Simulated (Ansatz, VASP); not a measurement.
Two plane-wave programs on KBr

```
K Br
1.0
    -2.65188   -4.52152    0.07962
     2.61143    1.45383    4.27911
    -7.94893    4.51814    0.01299
K Br
2 2
Direct
  0.37247 0.74685 0.12568
  0.87724 0.74770 0.62514
  0.50134 0.00053 0.49890
  0.99522 0.99745 0.99904
```

Change from the starting cell: cell x2, atoms moved at random (sigma 0.15 Å) and cell strained at random (1.5 %), then relaxed without symmetry.

Alike in both runs: functional PBE; k mesh 4 × 4 × 2; occupations gaussian, width 0.1 eV; no spin polarisation.

Ansatz relaxed the structure, and its values are those at the end. VASP's run is a single point on that final structure, the one shown.

|  | VASP | Ansatz |
| --- | --- | --- |
| version | VASP 6.6.1 | Ansatz 0.2.0 |
| potentials or method | VASP PAW PBE potentials, release 64 (K_sv, Br), cutoff 520 eV | scalar-relativistic, plane waves, PAW |
| valence electrons in the cell | 32 | 32 |

```csv
,VASP,Ansatz,Ansatz less VASP
gap on the k mesh at the Fermi level (eV),4.21,4.21,+0.001
least direct gap on the mesh (eV),4.21,4.21,+0.001
pressure (GPa),0.0,0.0,-0.02
rms of the force components (eV/Å),0.006,0.006,-0.0001
```

With one functional, cell and mesh, what is left measures potentials, basis and numerics.
